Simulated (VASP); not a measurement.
# Cd (Fm-3m) in VASP: a series of runs

Runs on Cd. Level: LDA. Tasks: single point, relaxation of cell and atoms.

Program: VASP 6.6.1. These are calculated values, not measurements. Logs are shortened: lines on timing, memory, paths and dates and some standing lists are left out, and cuts for length are marked.

## 1. The cell of the first run

The structure is cubic, space group Fm-3m (No. 225). The conventional cell has a = 4.309 Å, b = 4.309 Å, c = 4.309 Å, α = 90.00°, β = 90.00°, γ = 90.00°. Within 4.0 Å of Cd (site symmetry m-3m) lie 12 Cd at 3.05 Å.

This isn't the form of Cd at room conditions, which is hcp.

## 2. Single point, LDA

The input, INCAR:

```
SYSTEM = Cd
  PREC = Accurate
  ENCUT = 500
  EDIFF = 1E-6
  ISMEAR = -1
  SIGMA = 0.05
  LREAL = .FALSE.
  LASPH = .TRUE.
  NELM = 120
  ALGO = Normal
  ISIF = 2
  LWAVE = .FALSE.
  LCHARG = .FALSE.
  NBANDS = 12
  GGA_COMPAT = .FALSE.
```

The input, KPOINTS:

```
regular mesh
0
G
  9 9 9
  0 0 0
```

The input, POSCAR:

```
Cd
1.0
    0.0000000000      2.1546063733      2.1546063733
    2.1546063733      0.0000000000      2.1546063733
    2.1546063733      2.1546063733      0.0000000000
Cd
1
Direct
    0.0000000000      0.0000000000      0.0000000000
```

Potentials or basis: VASP PAW LDA potentials, release 64 (Cd).

Command:

```bash
cat potpaw_LDA.64/Cd/POTCAR > POTCAR
mpirun -np 1 vasp_std > vasp.out
```

OUTCAR:

```text
SYSTEM = Cd
   PREC = Accurate
   ENCUT = 500
   EDIFF = 1E-6
   ISMEAR = -1
   LREAL = .FALSE.
   LASPH = .TRUE.
   NELM = 120
   ISIF = 2

 ion  position               nearest neighbor table
   1  0.000  0.000  0.000-

  LATTYP: Found a face centered cubic cell.
 ALAT       =     4.3092127466

  Lattice vectors:

 A1 = (   0.0000000000,   2.1546063733,   2.1546063733)
 A2 = (   2.1546063733,   0.0000000000,   2.1546063733)
 A3 = (   2.1546063733,   2.1546063733,   0.0000000000)

Analysis of symmetry for initial positions (statically):
=====================================================================
 Subroutine PRICEL returns:
 Original cell was already a primitive cell.

 Routine SETGRP: Setting up the symmetry group for a
 face centered cubic supercell.

 Subroutine GETGRP returns: Found 48 space group operations
 (whereof 48 operations were pure point group operations)
 out of a pool of 48 trial point group operations.

The static configuration has the point symmetry O_h .

Analysis of symmetry for dynamics (positions and initial velocities):
=====================================================================
 Subroutine PRICEL returns:
 Original cell was already a primitive cell.

 Routine SETGRP: Setting up the symmetry group for a
 face centered cubic supercell.

 Subroutine GETGRP returns: Found 48 space group operations
 (whereof 48 operations were pure point group operations)
 out of a pool of 48 trial point group operations.

The dynamic configuration has the point symmetry O_h .

 Subroutine INISYM returns: Found 48 space group operations
 (whereof 48 operations are pure point group operations),
 and found     1 'primitive' translations

----------------------------------------------------------------------------------------

                                     Primitive cell

  volume of cell :      20.0048

  direct lattice vectors                    reciprocal lattice vectors
     0.000000000  2.154606373  2.154606373    -0.232060949  0.232060949  0.232060949
     2.154606373  0.000000000  2.154606373     0.232060949 -0.232060949  0.232060949
     2.154606373  2.154606373  0.000000000     0.232060949  0.232060949 -0.232060949

  length of vectors
     3.047073555  3.047073555  3.047073555     0.401941354  0.401941354  0.401941354

  position of ions in fractional coordinates (direct lattice)
     0.000000000  0.000000000  0.000000000

  ion indices of the primitive-cell ions
   primitive index   ion index
                 1           1

----------------------------------------------------------------------------------------

 KPOINTS: regular mesh

Automatic generation of k-mesh.
 Grid dimensions read from file:
 generate k-points for:    9    9    9

 Generating k-lattice:

  Cartesian coordinates                     Fractional coordinates (reciprocal lattice)
    -0.025784550  0.025784550  0.025784550     0.111111111  0.000000000  0.000000000
     0.025784550 -0.025784550  0.025784550     0.000000000  0.111111111  0.000000000
     0.025784550  0.025784550 -0.025784550     0.000000000  0.000000000  0.111111111

  Length of vectors
     0.044660150  0.044660150  0.044660150

  Shift w.r.t. Gamma in fractional coordinates (k-lattice)
     0.000000000  0.000000000  0.000000000

 Subroutine IBZKPT returns following result:
 ===========================================

 Found     35 irreducible k-points:

 Following reciprocal coordinates:
            Coordinates               Weight
  0.000000  0.000000  0.000000      1.000000
  0.111111  0.000000  0.000000      8.000000
  0.222222  0.000000  0.000000      8.000000
  0.333333  0.000000  0.000000      8.000000
  0.444444  0.000000  0.000000      8.000000
  0.111111  0.111111  0.000000      6.000000
[... 16 lines left out ...]
 -0.333333  0.333333  0.000000     12.000000
  0.444444  0.444444  0.000000      6.000000
 [... further k-points ...]
   k-points           NKPTS =     35   k-points in BZ     NKDIM =     35   number of bands    NBANDS=     12
   number of dos      NEDOS =    301   number of ions     NIONS =      1
   total plane-waves  NPLWV =  13824
   dimension x,y,z NGX =    24 NGY =   24 NGZ =   24
   dimension x,y,z NGXF=    48 NGYF=   48 NGZF=   48
   ions per type =               1
   NGX,Y,Z   is equivalent  to a cutoff of  13.09, 13.09, 13.09 a.u.
   NGXF,Y,Z  is equivalent  to a cutoff of  26.19, 26.19, 26.19 a.u.
 SYSTEM =  Cd
   PREC   = accura    normal or accurate (medium, high low for compatibility)
   ISTART =      0    job   : 0-new  1-cont  2-samecut
   ICHARG =      2    charge: 1-file 2-atom 10-const
   ISPIN  =      1    spin polarized calculation?
   LNONCOLLINEAR =      F non collinear calculations
   LSORBIT =      F    spin-orbit coupling
   LASPH  =      T    aspherical Exc in radial PAW
   ENCUT  =  500.0 eV  36.75 Ry    6.06 a.u.   5.56  5.56  5.56*2*pi/ulx,y,z
   NELM   =    120;   NELMIN=  2; NELMDL= -5     # of ELM steps
   EDIFF  = 0.1E-05   stopping-criterion for ELM
   LREAL  =      F    real-space projection
   EDIFFG = 0.1E-04   stopping-criterion for IOM
   NSW    =      0    number of steps for IOM
   IBRION =     -1    ionic relax: 0-MD 1-quasi-New 2-CG
   NFREE  =      0    steps in history (QN), initial steepest desc. (CG)
   ISIF   =      2    stress and relaxation
   ISYM   =      2    0-nonsym 1-usesym 2-fastsym
   POTIM  = 0.5000    time-step for ionic-motion
   TEBEG  =    0.0;   TEEND  =   0.0 temperature during run
   PSTRESS=    0.0 pullay stress
   NELECT =      12.0000    total number of electrons
   NUPDOWN=      -1.0000    fix difference up-down
   EMIN   =  10.00;   EMAX   =-10.00  energy-range for DOS
   EFERMI =   0.00;   METHOD = LEGACY
   ISMEAR =    -1;   SIGMA  =   0.05  broadening in eV -4-tet -1-fermi 0-gaus
   EFERMI_NEDOS =   21; number of points for ismear=-14 and -15
   IALGO  =     38    algorithm
   IMIX   =      4    mixing-type and parameters
     AMIX     =   0.40;   BMIX     =  1.00
     AMIX_MAG =   1.60;   BMIX_MAG =  1.00
  volume/ion in A,a.u.               =      20.00       135.00
  Fermi-wavevector in a.u.,A,eV,Ry     =   1.380672  2.609093 25.936191  1.906256
  Thomas-Fermi vector in A             =   2.505528
   LORBIT       =      0    0 simple, 1 ext, 2 COOP (PROOUT), +10 PAW based schemes
   GGA     = CA    functional components
   LHFCALC =     F    Hartree Fock is set to
   AEXX    =    0.0000 exact exchange contribution
   IVDW    =     0    specifies the selected vdW correction
   LEPSILON=     F    determine dielectric tensor
   LRPA    =     F    only Hartree local field effects (RPA)
 non-spin polarized calculation
  energy-cutoff  :      500.00
  volume of cell :       20.00
 maximum number of plane-waves:       531
 NGX is ok and might be reduce to    24
   NGX = 11   NGY = 11   NGZ = 11

 number of electron      11.9999995 magnetization

 Free energy of the ion-electron system (eV)
  ---------------------------------------------------
  ext. energy  EPLUGINS =         0.00000000
  ---------------------------------------------------
  free energy    TOTEN  =        -1.49680485 eV

  energy without entropy =       -1.49403132  energy(sigma->0) =       -1.49541808

 E-fermi :   3.1665     XC(G=0): -11.7936

 val. band max:        3.1490315858   @ k =   0.4444   0.0000   0.0000
 cond. band min:       3.4081834059   @ k =  -0.3333   0.4444   0.2222
 fundamental gap:      0.2591518201
 Fermi energy:         3.1665382067

 k-point     1 :       0.0000    0.0000    0.0000
  band No.  band energies     occupation
      1      -6.2356      2.00000
      2      -6.0751      2.00000
      3      -6.0751      2.00000
      4      -6.0751      2.00000
      5      -5.5177      2.00000
      6      -5.5177      2.00000
      7      17.5404      0.00000
      8      18.9944      0.00000
      9      18.9944      0.00000
     10      18.9944      0.00000
     11      22.6467      0.00000
     12      22.6467      0.00000

 k-point     2 :       0.1111    0.0000    0.0000
  band No.  band energies     occupation
      1      -6.1760      2.00000
      2      -6.0180      2.00000
      3      -6.0180      2.00000
      4      -5.8299      2.00000
      5      -5.5289      2.00000
      6      -5.5289      2.00000
      7      15.4060      0.00000
      8      17.9014      0.00000
      9      18.5725      0.00000
     10      18.5725      0.00000
     11      22.8085      0.00000
     12      23.3473      0.00000

 k-point     3 :       0.2222    0.0000    0.0000
  band No.  band energies     occupation
      1      -6.3629      2.00000
      2      -5.9516      2.00000
      3      -5.9516      2.00000
      4      -5.4708      2.00000
      5      -5.4708      2.00000
      6      -4.6972      2.00000
      7      10.9877      0.00000
      8      17.7179      0.00000
      9      17.7921      0.00000
     10      17.7921      0.00000
     11      22.2796      0.00000
     12      22.7748      0.00000
[... 286 lines left out ...]
 k-point    23 :      -0.3333    0.3333    0.0000
  band No.  band energies     occupation
      1      -6.5047      2.00000
      2      -6.0470      2.00000
      3      -5.7793      2.00000
      4      -5.4933      2.00000
      5      -5.2111      2.00000
      6       2.5682      1.99999
      7       5.1613      0.00000
      8       6.2738      0.00000
      9      12.9743      0.00000
     10      15.7759      0.00000
     11      25.4242      0.00000
     12      26.3308      0.00000

 k-point    24 :       0.4444    0.4444    0.0000
  band No.  band energies     occupation
      1      -6.8363      2.00000
      2      -6.7585      2.00000
      3      -5.1039      2.00000
      4      -4.9908      2.00000
      5      -4.9908      2.00000
      6       1.1962      2.00000
      7       6.1416      0.00000
      8      10.4492      0.00000
      9      10.4492      0.00000
     10      15.0887      0.00000
     11      15.2293      0.00000
     12      31.0108      0.00000

 [... further k-points ...]

------------------------ aborting loop because EDIFF is reached ----------------------------------------

  FORCE on cell =-STRESS in cart. coord.  units (eV):
  Direction    XX          YY          ZZ          XY          YZ          ZX
  --------------------------------------------------------------------------------------
  -------------------------------------------------------------------------------------
  Total        0.0780566      0.0780566      0.0780566      0.0000000      0.0000000     -0.0000000
  in kB        6.2515322      6.2515322      6.2515322      0.0000000      0.0000000     -0.0000000
  external PRESSURE =       6.2515322 kB  Pullay stress =       0.0000000 kB

 VOLUME and BASIS-vectors are now :
 -----------------------------------------------------------------------------
  energy-cutoff  :      500.00
  volume of cell :       20.00
      direct lattice vectors                 reciprocal lattice vectors
     0.000000000  2.154606373  2.154606373    -0.232060949  0.232060949  0.232060949
     2.154606373  0.000000000  2.154606373     0.232060949 -0.232060949  0.232060949
     2.154606373  2.154606373  0.000000000     0.232060949  0.232060949 -0.232060949

 POSITION                                       TOTAL-FORCE (eV/Angst)
 -----------------------------------------------------------------------------------
      0.00000      0.00000      0.00000        -0.000000      0.000000      0.000000
 -----------------------------------------------------------------------------------
    total drift:                                0.000000      0.000000     -0.000000

  FREE ENERGIE OF THE ION-ELECTRON SYSTEM (eV)
  ---------------------------------------------------
  free  energy   TOTEN  =        -1.4968048456 eV

  energy  without entropy=       -1.4940313179  energy(sigma->0) =       -1.49541808
```

Run time: 4.6 s. Hardware: 1 thread of Intel Xeon Platinum 8488C (Sapphire Rapids), shared host; peak memory 0.12 GiB.

Results:

```yaml
Free_energy: -1.4968 eV
Pressure: 0.6 GPa
Band_gap_on_the_k_mesh: zero (bands 6 and 7 overlap by 1.51 eV)
```

## 3. Relaxation of cell and atoms, LDA

This run uses another cell than the first one, of 21.59 Å³/atom.

The input, INCAR:

```
PREC = Accurate ; ENCUT = 500
EDIFF = 1E-7 ; ISMEAR = -1
SIGMA = 0.05 ; LREAL = False
LASPH = True ; NELM = 120
ALGO = Normal ; ISIF = 3
LWAVE = False ; LCHARG = False
GGA = CA ; IBRION = 2
NSW = 80 ; EDIFFG = -0.01
GGA_COMPAT = False ; NELMIN = 4
```

The input, KPOINTS:

```
regular mesh
0
Gamma
  9 9 9
```

The input, POSCAR:

```
Cd
1.0
    0.0000000000      2.2100000000      2.2100000000
    2.2100000000      0.0000000000      2.2100000000
    2.2100000000      2.2100000000      0.0000000000
Cd
1
Direct
    0.0000000000      0.0000000000      0.0000000000
```

Potentials or basis: VASP PAW LDA potentials, release 64 (Cd).

Command:

```bash
cat potpaw_LDA.64/Cd/POTCAR > POTCAR
mpirun -np 1 vasp_std > vasp.out
```

OUTCAR:

```text
PREC = Accurate
   ENCUT = 500
   EDIFF = 1E-7
   ISMEAR = -1
   LREAL = False
   LASPH = True
   NELM = 120
   ISIF = 3
   GGA = CA
   IBRION = 2
   NSW = 80
   EDIFFG = -0.01
   NELMIN = 4

 ion  position               nearest neighbor table
   1  0.000  0.000  0.000-

  LATTYP: Found a face centered cubic cell.
 ALAT       =     4.4200000000

  Lattice vectors:

 A1 = (   0.0000000000,   2.2100000000,   2.2100000000)
 A2 = (   2.2100000000,   0.0000000000,   2.2100000000)
 A3 = (   2.2100000000,   2.2100000000,   0.0000000000)

Analysis of symmetry for initial positions (statically):
=====================================================================
 Subroutine PRICEL returns:
 Original cell was already a primitive cell.

 Routine SETGRP: Setting up the symmetry group for a
 face centered cubic supercell.

 Subroutine GETGRP returns: Found 48 space group operations
 (whereof 48 operations were pure point group operations)
 out of a pool of 48 trial point group operations.

The static configuration has the point symmetry O_h .

Analysis of symmetry for dynamics (positions and initial velocities):
=====================================================================
 Subroutine PRICEL returns:
 Original cell was already a primitive cell.

 Routine SETGRP: Setting up the symmetry group for a
 face centered cubic supercell.

 Subroutine GETGRP returns: Found 48 space group operations
 (whereof 48 operations were pure point group operations)
 out of a pool of 48 trial point group operations.

The dynamic configuration has the point symmetry O_h .

 Subroutine INISYM returns: Found 48 space group operations
 (whereof 48 operations are pure point group operations),
 and found     1 'primitive' translations

----------------------------------------------------------------------------------------

                                     Primitive cell
[... 126 lines left out ...]

--------------------------------------- Ionic step        1  -------------------------------------------

 number of electron      12.0000005 magnetization

 Free energy of the ion-electron system (eV)
  ---------------------------------------------------
  ext. energy  EPLUGINS =         0.00000000
  ---------------------------------------------------
  free energy    TOTEN  =        -1.47933712 eV

  energy without entropy =       -1.47638691  energy(sigma->0) =       -1.47786202

------------------------ aborting loop because EDIFF is reached ----------------------------------------

  FORCE on cell =-STRESS in cart. coord.  units (eV):
  Direction    XX          YY          ZZ          XY          YZ          ZX
  --------------------------------------------------------------------------------------
  -------------------------------------------------------------------------------------
  Total       -0.5119634     -0.5119634     -0.5119634      0.0000000     -0.0000000      0.0000000
  in kB      -37.9964177    -37.9964177    -37.9964177      0.0000000     -0.0000000      0.0000000
  external PRESSURE =     -37.9964177 kB  Pullay stress =       0.0000000 kB
[... 57 lines left out ...]
--------------------------------------- Ionic step        3  -------------------------------------------

 number of electron      11.9999996 magnetization

 Free energy of the ion-electron system (eV)
  ---------------------------------------------------
  ext. energy  EPLUGINS =         0.00000000
  ---------------------------------------------------
  free energy    TOTEN  =        -1.49722423 eV

  energy without entropy =       -1.49442817  energy(sigma->0) =       -1.49582620

 E-fermi :   3.0871     XC(G=0): -11.7458

 val. band max:        3.0668056091   @ k =   0.4444   0.0000   0.0000
 cond. band min:       3.3330669497   @ k =  -0.3333   0.4444   0.2222
 fundamental gap:      0.2662613406
 Fermi energy:         3.0870636833

 k-point     1 :       0.0000    0.0000    0.0000
  band No.  band energies     occupation
      1      -6.2363      2.00000
      2      -6.1180      2.00000
      3      -6.1180      2.00000
      4      -6.1180      2.00000
      5      -5.5709      2.00000
      6      -5.5709      2.00000
      7      17.4403      0.00000
      8      18.8350      0.00000
      9      18.8350      0.00000
     10      18.8350      0.00000
[... 287 lines left out ...]
 k-point    24 :       0.4444    0.4444    0.0000
  band No.  band energies     occupation
      1      -6.8647      2.00000
      2      -6.7862      2.00000
      3      -5.1645      2.00000
      4      -5.0532      2.00000
      5      -5.0532      2.00000
      6       1.1467      2.00000
      7       6.0352      0.00000
      8      10.3452      0.00000
      9      10.3452      0.00000
     10      14.9516      0.00000

 [... further k-points ...]

------------------------ aborting loop because EDIFF is reached ----------------------------------------

  FORCE on cell =-STRESS in cart. coord.  units (eV):
  Direction    XX          YY          ZZ          XY          YZ          ZX
  --------------------------------------------------------------------------------------
  -------------------------------------------------------------------------------------
  Total        0.0017827      0.0017827      0.0017827      0.0000000     -0.0000000      0.0000000
  in kB        0.1415262      0.1415262      0.1415262      0.0000000     -0.0000000      0.0000000
  external PRESSURE =       0.1415262 kB  Pullay stress =       0.0000000 kB
[... 16 lines left out ...]
  FREE ENERGIE OF THE ION-ELECTRON SYSTEM (eV)
  ---------------------------------------------------
  free  energy   TOTEN  =        -1.4972242251 eV

  energy  without entropy=       -1.4944281700  energy(sigma->0) =       -1.49582620

 reached required accuracy - stopping structural energy minimisation
```

CONTCAR:

```text
Cd
   1.00000000000000
     0.0000000000000000    2.1609117518851289    2.1609117518851289
     2.1609117518851289   -0.0000000000000000    2.1609117518851289
     2.1609117518851289    2.1609117518851289   -0.0000000000000000
  Cd
     1
Direct
     0.0000000000000000    0.0000000000000000    0.0000000000000000

  0.00000000E+00  0.00000000E+00  0.00000000E+00
```

Wall time 8.9 s (1 thread of Intel Xeon Platinum 8488C (Sapphire Rapids), shared host); peak memory 0.13 GiB.

Results:

* Free energy: -1.4972 eV
* Relaxed volume: 20.18 Å³/atom
* Relaxed cell: a = 3.056 Å, b = 3.056 Å, c = 3.056 Å, α = 60.00°, β = 60.00°, γ = 60.00°
* Space group after relaxing (to 0.1 Å): Fm-3m (No. 225)
* Energy gained by relaxing: 17.9 meV/atom
* Ionic steps: 3
* Pressure after relaxing: 0.0 GPa
* Band gap on the k mesh: zero (bands 6 and 7 overlap by 1.53 eV)

Step by step:
```
step  energy change (eV)  largest force (eV/Å)  pressure (GPa)  volume (Å³)
   1              0.0000                0.0000           -3.80        21.59
   2             -0.0176                0.0000            0.53        20.03
   3             -0.0179                0.0000            0.01        20.18
```

Final structure:
```
Cd
1.0
     0.00000    2.16091    2.16091
     2.16091    0.00000    2.16091
     2.16091    2.16091    0.00000
Cd
1
Cartesian
  0.0000 0.0000 0.0000
```
